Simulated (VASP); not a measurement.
# HfB (I4mm) in VASP: a series of runs

Runs on HfB. Level: PBEsol. Tasks: single point.

Everything below comes from runs of VASP 6.6.1. Logs are shortened: lines on timing, memory, paths and dates and some standing lists are left out, and cuts for length are marked.

## Step 1: The cell of the first run

It takes space group I4mm (No. 107, tetragonal). The conventional cell has a = 3.385 Å, b = 3.385 Å, c = 4.899 Å, α = 90.00°, β = 90.00°, γ = 90.00°. Hf (site symmetry 4mm) has 6 B at 2.39 to 2.49 Å within 3.2 Å. Within 3.2 Å of B (site symmetry 4mm) lie 6 Hf at 2.39 to 2.49 Å.

## Step 2: Single point, PBEsol (atoms displaced along a vibrational mode, the cell strained)

File INCAR:

```
SYSTEM = HfB
PREC     = Accurate       ! precision mode
ENCUT    = 520            ! plane-wave cutoff, eV
EDIFF    = 1E-6           ! SCF threshold, eV
ISMEAR   = 0              ! smearing method
SIGMA    = 0.15           ! smearing width, eV
LREAL    = .FALSE.        ! projectors in reciprocal space
LASPH    = .TRUE.         ! aspherical terms in the spheres
NELM     = 100            ! most SCF steps
ALGO     = Normal         ! electronic algorithm
ISIF     = 2              ! what is computed and relaxed
LWAVE    = .FALSE.        ! write WAVECAR
LCHARG   = .FALSE.        ! write CHGCAR
GGA      = PS             ! functional
NBANDS   = 14             ! bands
```

File KPOINTS:

```
Automatic mesh
0
G
  16 16 16
  0 0 0
```

File POSCAR:

```
HfB
1.0
    0.0000000000      2.3936993068      2.3936993068
    2.4494725006      0.0000000000      2.3936993068
    2.4494725006      2.3936993068      0.0000000000
Hf B
1 1
Direct
    0.4995230658      0.5004769342      0.5004769342
    0.0078748404     -0.0078748404     -0.0078748404
```

Potentials or basis: VASP PAW PBE potentials, release 64 (Hf_pv, B).

Launch:

```sh
$ cat potpaw_PBE.64/Hf_pv/POTCAR potpaw_PBE.64/B/POTCAR > POTCAR
$ mpirun -np 1 vasp_std > vasp.out
```

OUTCAR:

```text
SYSTEM = HfB
   PREC = Accurate
   ENCUT = 520
   EDIFF = 1E-6
   ISMEAR = 0
   LREAL = .FALSE.
   LASPH = .TRUE.
   NELM = 100
   ISIF = 2
   GGA = PS

 ion  position               nearest neighbor table
   1  0.500  0.500  0.500-   2 2.39   2 2.39   2 2.39   2 2.39   2 2.41   2 2.49
   2  0.008  0.992  0.992-   1 2.39   1 2.39   1 2.39   1 2.39   1 2.41   1 2.49

  LATTYP: Found a body centered tetragonal cell.
 ALAT       =     3.3852020239
 C/A-ratio  =     1.4471647383

  Lattice vectors:

 A1 = (   2.4494725006,   0.0000000000,   2.3936993068)
 A2 = (   2.4494725006,   0.0000000000,  -2.3936993068)
 A3 = (  -2.4494725006,   2.3936993068,   0.0000000000)

Analysis of symmetry for initial positions (statically):
=====================================================================
 Subroutine PRICEL returns:
 Original cell was already a primitive cell.

 Routine SETGRP: Setting up the symmetry group for a
 body centered tetragonal supercell.

 Subroutine GETGRP returns: Found  8 space group operations
 (whereof  8 operations were pure point group operations)
 out of a pool of 16 trial point group operations.

The static configuration has the point symmetry C_4v.

Analysis of symmetry for dynamics (positions and initial velocities):
=====================================================================
 Subroutine PRICEL returns:
 Original cell was already a primitive cell.

 Routine SETGRP: Setting up the symmetry group for a
 body centered tetragonal supercell.

 Subroutine GETGRP returns: Found  8 space group operations
 (whereof  8 operations were pure point group operations)
 out of a pool of 16 trial point group operations.

The dynamic configuration has the point symmetry C_4v.

 Subroutine INISYM returns: Found  8 space group operations
 (whereof  8 operations are pure point group operations),
 and found     1 'primitive' translations

----------------------------------------------------------------------------------------

                                     Primitive cell

  volume of cell :      28.0700

  direct lattice vectors                    reciprocal lattice vectors
     0.000000000  2.393699307  2.393699307    -0.204125582  0.208881708  0.208881708
     2.449472501  0.000000000  2.393699307     0.204125582 -0.208881708  0.208881708
     2.449472501  2.393699307  0.000000000     0.204125582  0.208881708 -0.208881708

  length of vectors
     3.385202024  3.424866699  3.424866699     0.359068781  0.359068781  0.359068781

  position of ions in fractional coordinates (direct lattice)
     0.499523066  0.500476934  0.500476934
     0.007874840  0.992125160  0.992125160

  ion indices of the primitive-cell ions
   primitive index   ion index
                 1           1
                 2           2

----------------------------------------------------------------------------------------

 KPOINTS: Automatic mesh

Automatic generation of k-mesh.
 Grid dimensions read from file:
 generate k-points for:   16   16   16

 Generating k-lattice:

  Cartesian coordinates                     Fractional coordinates (reciprocal lattice)
    -0.012757849  0.013055107  0.013055107     0.062500000  0.000000000  0.000000000
     0.012757849 -0.013055107  0.013055107     0.000000000  0.062500000 -0.000000000
     0.012757849  0.013055107 -0.013055107     0.000000000 -0.000000000  0.062500000

  Length of vectors
     0.022441799  0.022441799  0.022441799

  Shift w.r.t. Gamma in fractional coordinates (k-lattice)
     0.000000000  0.000000000  0.000000000

 Subroutine IBZKPT returns following result:
 ===========================================

 Found    349 irreducible k-points:

 Following reciprocal coordinates:
            Coordinates               Weight
  0.000000  0.000000  0.000000      1.000000
  0.062500  0.000000  0.000000      8.000000
  0.125000  0.000000  0.000000      8.000000
  0.187500  0.000000  0.000000      8.000000
  0.250000  0.000000  0.000000      8.000000
  0.312500  0.000000  0.000000      8.000000
[... 16 lines left out ...]
 -0.125000  0.062500  0.000000     16.000000
 -0.062500  0.062500  0.000000      8.000000
 [... further k-points ...]
   k-points           NKPTS =    349   k-points in BZ     NKDIM =    349   number of bands    NBANDS=     14
   number of dos      NEDOS =    301   number of ions     NIONS =      2
   total plane-waves  NPLWV =  21952
   dimension x,y,z NGX =    28 NGY =   28 NGZ =   28
   dimension x,y,z NGXF=    56 NGYF=   56 NGZF=   56
   ions per type =               1   1
   NGX,Y,Z   is equivalent  to a cutoff of  13.75, 13.59, 13.59 a.u.
   NGXF,Y,Z  is equivalent  to a cutoff of  27.50, 27.18, 27.18 a.u.
 SYSTEM =  HfB
   PREC   = accura    normal or accurate (medium, high low for compatibility)
   ISTART =      0    job   : 0-new  1-cont  2-samecut
   ICHARG =      2    charge: 1-file 2-atom 10-const
   ISPIN  =      1    spin polarized calculation?
   LNONCOLLINEAR =      F non collinear calculations
   LSORBIT =      F    spin-orbit coupling
   LASPH  =      T    aspherical Exc in radial PAW
   ENCUT  =  520.0 eV  38.22 Ry    6.18 a.u.   6.29  6.37  6.37*2*pi/ulx,y,z
   NELM   =    100;   NELMIN=  2; NELMDL= -5     # of ELM steps
   EDIFF  = 0.1E-05   stopping-criterion for ELM
   LREAL  =      F    real-space projection
   EDIFFG = 0.1E-04   stopping-criterion for IOM
   NSW    =      0    number of steps for IOM
   IBRION =     -1    ionic relax: 0-MD 1-quasi-New 2-CG
   NFREE  =      0    steps in history (QN), initial steepest desc. (CG)
   ISIF   =      2    stress and relaxation
   ISYM   =      2    0-nonsym 1-usesym 2-fastsym
   POTIM  = 0.5000    time-step for ionic-motion
   TEBEG  =    0.0;   TEEND  =   0.0 temperature during run
   PSTRESS=    0.0 pullay stress
   NELECT =      13.0000    total number of electrons
   NUPDOWN=      -1.0000    fix difference up-down
   EMIN   =  10.00;   EMAX   =-10.00  energy-range for DOS
   EFERMI =   0.00;   METHOD = LEGACY
   ISMEAR =     0;   SIGMA  =   0.15  broadening in eV -4-tet -1-fermi 0-gaus
   EFERMI_NEDOS =   21; number of points for ismear=-14 and -15
   IALGO  =     38    algorithm
   IMIX   =      4    mixing-type and parameters
     AMIX     =   0.40;   BMIX     =  1.00
     AMIX_MAG =   1.60;   BMIX_MAG =  1.00
  volume/ion in A,a.u.               =      14.03        94.71
  Fermi-wavevector in a.u.,A,eV,Ry     =   1.266607  2.393541 21.827750  1.604294
  Thomas-Fermi vector in A             =   2.399799
   LORBIT       =      0    0 simple, 1 ext, 2 COOP (PROOUT), +10 PAW based schemes
   GGA     = PS    functional components
   LHFCALC =     F    Hartree Fock is set to
   AEXX    =    0.0000 exact exchange contribution
   IVDW    =     0    specifies the selected vdW correction
   LEPSILON=     F    determine dielectric tensor
   LRPA    =     F    only Hartree local field effects (RPA)
 non-spin polarized calculation
 Gauss-broadening in eV      SIGMA  =   0.15
  energy-cutoff  :      520.00
  volume of cell :       28.07
 maximum number of plane-waves:       771
 NGX is ok and might be reduce to    28
   NGX = 13   NGY = 13   NGZ = 13

 number of electron      13.0000000 magnetization

 Free energy of the ion-electron system (eV)
  ---------------------------------------------------
  ext. energy  EPLUGINS =         0.00000000
  ---------------------------------------------------
  free energy    TOTEN  =       -18.39208223 eV

  energy without entropy =      -18.38099084  energy(sigma->0) =      -18.38653654

 E-fermi :   4.2038     XC(G=0): -11.7968

 val. band max:        4.2021537513   @ k =  -0.1875   0.0625   0.0625
 cond. band min:       4.2116498765   @ k =   0.2500   0.0625  -0.0000
 fundamental gap:      0.0094961252
 Fermi energy:         4.2038157747

 k-point     1 :       0.0000    0.0000    0.0000
  band No.  band energies     occupation
      1     -24.7436      2.00000
      2     -24.7290      2.00000
      3     -24.7290      2.00000
      4      -4.9348      2.00000
      5       6.0515      0.00000
      6       6.2641      0.00000
      7       6.2641      0.00000
      8       7.4557      0.00000
      9       7.8972      0.00000
     10       7.8972      0.00000
     11       8.0363      0.00000
     12       8.0708      0.00000
     13      15.3392      0.00000
     14      15.3508      0.00000

 k-point     2 :       0.0625    0.0000    0.0000
  band No.  band energies     occupation
      1     -24.7549      2.00000
      2     -24.7381      2.00000
      3     -24.7306      2.00000
      4      -4.8378      2.00000
      5       5.7865      0.00000
      6       6.0784      0.00000
      7       6.2011      0.00000
      8       6.9321      0.00000
      9       7.0852      0.00000
     10       8.0106      0.00000
     11       8.9419      0.00000
     12       9.1059      0.00000
     13      15.4826      0.00000
     14      15.5996      0.00000

 k-point     3 :       0.1250    0.0000    0.0000
  band No.  band energies     occupation
      1     -24.8036      2.00000
      2     -24.7471      2.00000
      3     -24.7353      2.00000
      4      -4.5529      2.00000
      5       5.0200      0.00000
      6       5.5314      0.00000
      7       5.6680      0.00000
      8       6.8464      0.00000
      9       6.9394      0.00000
     10       8.2976      0.00000
     11      10.1352      0.00000
     12      10.3602      0.00000
     13      15.8536      0.00000
     14      16.2886      0.00000
[... 324 lines left out ...]
 k-point    23 :      -0.1250    0.0625    0.0000
  band No.  band energies     occupation
      1     -24.8331      2.00000
      2     -24.7556      2.00000
      3     -24.7418      2.00000
      4      -4.3439      2.00000
      5       4.6903      0.00000
      6       5.0890      0.00000
      7       5.2223      0.00000
      8       6.6054      0.00000
      9       7.5553      0.00000
     10       8.6571      0.00000
     11      10.1680      0.00000
     12      11.3393      0.00000
     13      16.0846      0.00000
     14      16.7591      0.00000

 k-point    24 :      -0.0625    0.0625    0.0000
  band No.  band energies     occupation
      1     -24.7794      2.00000
      2     -24.7419      2.00000
      3     -24.7373      2.00000
      4      -4.6816      2.00000
      5       5.5064      0.00000
      6       5.5886      0.00000
      7       6.0145      0.00000
      8       6.3252      0.00000
      9       7.3577      0.00000
     10       8.3972      0.00000
     11       9.2159      0.00000
     12      10.0952      0.00000
     13      15.6937      0.00000
     14      15.9871      0.00000

 [... further k-points ...]
[... 5 lines left out ...]
  --------------------------------------------------------------------------------------
  -------------------------------------------------------------------------------------
  Total       -1.4628023     -0.1820493     -0.1820493      0.0000000      0.0000000      0.0000000
  in kB      -83.4938484    -10.3910118    -10.3910118      0.0000000      0.0000000      0.0000000
  external PRESSURE =     -34.7586240 kB  Pullay stress =       0.0000000 kB

 VOLUME and BASIS-vectors are now :
 -----------------------------------------------------------------------------
  energy-cutoff  :      520.00
  volume of cell :       28.07
      direct lattice vectors                 reciprocal lattice vectors
     0.000000000  2.393699307  2.393699307    -0.204125582  0.208881708  0.208881708
     2.449472501  0.000000000  2.393699307     0.204125582 -0.208881708  0.208881708
     2.449472501  2.393699307  0.000000000     0.204125582  0.208881708 -0.208881708

 POSITION                                       TOTAL-FORCE (eV/Angst)
 -----------------------------------------------------------------------------------
      2.45181      2.39370      2.39370        -0.263496      0.000000      0.000000
      4.86037      2.39370      2.39370         0.263496      0.000000      0.000000
 -----------------------------------------------------------------------------------
    total drift:                               -0.000082      0.000000      0.000000

  FREE ENERGIE OF THE ION-ELECTRON SYSTEM (eV)
  ---------------------------------------------------
  free  energy   TOTEN  =       -18.3920822333 eV

  energy  without entropy=      -18.3809908410  energy(sigma->0) =      -18.38653654
```

Run time: 52 s. Hardware: 1 thread of Intel Xeon 6975P-C (Granite Rapids), shared host; peak memory 0.27 GiB.

Results:

```yaml
Free_energy: -18.3921 eV
Pressure: -3.5 GPa
Largest_force: 0.263 eV/Å
Band_gap_on_the_k_mesh: zero (an odd number of electrons rules out a gap without spin polarisation)
```

Forces in eV/Å, atoms in the order of the input:
```
Hf  -0.263  0.000  0.000
B    0.263  0.000  0.000
```

Caveat: the cell differs from its parent crystal (atoms displaced along a vibrational mode, the cell strained); the cell stands under tension; the PAW data sets were made with another functional, which shifts forces and pressure a little; spin-orbit coupling is left out, which moves the levels of the heavy elements.

## Step 3: Single point, PBEsol (atoms displaced along a vibrational mode, the cell strained)

File INCAR:

```
PREC = Accurate
ENCUT = 520
EDIFF = 1E-6
ISMEAR = 0
SIGMA = 0.15
LREAL = False
LASPH = True
NELM = 80
ALGO = Normal
ISIF = 2
LWAVE = False
LCHARG = True
GGA = PS
LELF = True
LVHAR = True
NBANDS = 14
```

File KPOINTS:

```
Automatic mesh
0
Gamma
  16 16 16
```

File POSCAR:

```
HfB
1.0
    0.0000000000      2.3936993068      2.3936993068
    2.4494725006      0.0000000000      2.3936993068
    2.4494725006      2.3936993068      0.0000000000
Hf B
1 1
Direct
    0.4985704626      0.5014295374      0.5014295374
    0.0236036330     -0.0236036330     -0.0236036330
```

Potentials or basis: VASP PAW PBE potentials, release 64 (Hf_pv, B).

Launch:

```sh
$ cat potpaw_PBE.64/Hf_pv/POTCAR potpaw_PBE.64/B/POTCAR > POTCAR
$ mpirun -np 1 vasp_std > vasp.out
```

Wall time 53 s (1 thread of Intel Xeon 6975P-C (Granite Rapids), shared host); peak memory 0.27 GiB.

Results (log left out):

| Item | Value |
| --- | --- |
| Free energy | -18.3470 eV |
| Pressure | -2.8 GPa |
| Largest force | 0.862 eV/Å |
| Band gap on the k mesh | zero (an odd number of electrons rules out a gap without spin polarisation) |

Forces in eV/Å, atoms in the order of the input:
```
Hf  -0.862  0.000  0.000
B    0.862  0.000  0.000
```

Stress tensor (GPa, compression positive):
```
-5.85  0.00  0.00
 0.00 -1.31  0.00
 0.00  0.00 -1.31
```

Levels at points of the mesh, in eV from the Fermi level:
```csv
k point,band 5,band 6,band 7,band 8,band 9,band 10
"(0.00, 0.00, 0.00)",1.85,1.85,1.85,2.67,3.83,3.92
"(0.50, 0.00, 0.00)",-4.34,-1.18,-1.12,5.57,5.68,6.48
"(0.50, 0.50, 0.00)",-1.16,-1.00,1.84,2.12,5.47,6.64
"(0.00, 0.50, 0.50)",-1.37,-0.83,2.09,2.09,5.40,6.76
```

Caveat: the cell differs from its parent crystal (atoms displaced along a vibrational mode, the cell strained); the PAW data sets were made with another functional, which shifts forces and pressure a little; spin-orbit coupling is left out, which moves the levels of the heavy elements.

## Step 4: Single point, PBEsol (atoms displaced along a vibrational mode, the cell strained)

File INCAR:

```
SYSTEM = HfB
PREC = Accurate ; ENCUT = 520
EDIFF = 1E-7 ; ISMEAR = 0
SIGMA = 0.15 ; LREAL = .FALSE.
LASPH = .TRUE. ; NELM = 100
ALGO = Normal ; ISIF = 2
LWAVE = .FALSE. ; LCHARG = .FALSE.
GGA = PS ; NBANDS = 14
```

File KPOINTS:

```
Automatic mesh
0
G
  16 16 16
  0 0 0
```

File POSCAR:

```
HfB
1.0
    0.0000000000      2.3936993068      2.3936993068
    2.4494725006      0.0000000000      2.3936993068
    2.4494725006      2.3936993068      0.0000000000
Hf B
1 1
Direct
    0.4990473968      0.5009526032      0.5009526032
    0.0157287926     -0.0157287926     -0.0157287926
```

Launch:

```sh
$ cat potpaw_PBE.64/Hf_pv/POTCAR potpaw_PBE.64/B/POTCAR > POTCAR
$ mpirun -np 1 vasp_std > vasp.out
```

Wall time 60 s (1 thread of Intel Xeon 6975P-C (Granite Rapids), shared host); peak memory 0.27 GiB.

Results (log left out):

- Free energy: -18.3757 eV
- Pressure: -3.2 GPa
- Largest force: 0.546 eV/Å
- Band gap on the k mesh: zero (an odd number of electrons rules out a gap without spin polarisation)

Forces on the atoms (eV/Å):
```
Hf  -0.546  0.000  0.000
B    0.546  0.000  0.000
```

Stress tensor (GPa, compression positive):
```
-7.36  0.00  0.00
 0.00 -1.09  0.00
 0.00  0.00 -1.09
```

Levels at points of the mesh, in eV from the Fermi level:
```csv
k point,band 3,band 4,band 5,band 6,band 7,band 8,band 9,band 10,band 11,band 12
"(0.00, 0.00, 0.00)",-28.94,-9.14,1.85,1.98,1.98,2.96,3.79,3.79,3.83,4.19
"(0.50, 0.00, 0.00)",-28.98,-4.70,-4.37,-1.19,-1.13,5.58,5.71,6.49,7.68,12.16
"(0.50, 0.50, 0.00)",-29.11,-6.33,-1.15,-0.92,1.87,2.03,5.43,6.65,6.91,7.74
"(0.00, 0.50, 0.50)",-29.09,-6.40,-1.38,-0.82,2.09,2.09,5.40,6.77,6.77,7.58
```

Caveat: the cell differs from its parent crystal (atoms displaced along a vibrational mode, the cell strained); the cell stands under tension; the PAW data sets were made with another functional, which shifts forces and pressure a little; spin-orbit coupling is left out, which moves the levels of the heavy elements.

## Step 5: Summary

| cell | gap on the mesh (eV) | pressure (GPa) | largest force (eV/Å) |
| --- | --- | --- | --- |
| as given, atomic positions A | none | -3.5 | 0.26 |
| as given, atomic positions B | none | -2.8 | 0.86 |
| as given, atomic positions C | none | -3.2 | 0.55 |

Alike in all rows: task single point; level PBEsol; potentials or basis VASP PAW PBE potentials, release 64 (Hf_pv, B); no spin polarisation; k mesh 16 × 16 × 16; cutoff (eV) 520; smearing gaussian 0.15 eV.

Caveats: the PAW data sets were made with another functional, which shifts forces and pressure a little; spin-orbit coupling is left out, which moves the levels of the heavy elements; the cell stands under tension (at least some runs).

Total energies depend on the potentials used, so only differences within one code and one set of settings carry meaning.
